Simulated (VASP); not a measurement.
Write the native input for VASP 6.6.1 that does the following.

- Task: single point
- Functional: LDA
- Potentials or basis: VASP PAW LDA potentials, release 64 (Cs_sv)
- Cutoff: 520 eV
- k mesh: 9 × 9 × 5
- Occupations: fermi-dirac, width 0.1 eV
- Spin: no spin polarisation
- Dipole correction: no
- Further INCAR settings: ALGO = Normal; EDIFF = 1e-06; NBANDS = 16

The structure of Cs lies in POSCAR:

```
Cs
1.0
    4.3458252856      0.0000000000      0.0000000000
   -2.1729126428      3.7635950978      0.0000000000
    0.0000000000      0.0000000000      7.0402369627
Cs
2
Direct
    0.3333333333      0.6666666667      0.2500000000
    0.6666666667      0.3333333333      0.7500000000
```

This isn't the form of Cs at room conditions, which is bcc.

These files were run (other wordings do the same):

INCAR

```
PREC = Accurate
ENCUT = 520
EDIFF = 1E-6
ISMEAR = -1
SIGMA = 0.1
LREAL = False
LASPH = True
NELM = 80
ALGO = Normal
ISIF = 2
LWAVE = False
LCHARG = False
GGA = CA
NBANDS = 16
```

KPOINTS

```
regular mesh
0
Gamma
  9 9 5
```

Potentials or basis: VASP PAW LDA potentials, release 64 (Cs_sv).

Command:

```console
$ cat potpaw_LDA.64/Cs_sv/POTCAR > POTCAR
$ mpirun -np 1 vasp_std > vasp.out
```

Results of the run:

```yaml
Pressure: 2.3 GPa
Band_gap_on_the_k_mesh: zero (bands 9 and 10 overlap by 1.43 eV)
```

Caveat: spin-orbit coupling is left out, which moves the levels of the heavy elements.

Wall time 80 s on 1 thread of Intel Xeon 8259CL, with other jobs on the host, peak memory 0.21 GiB.
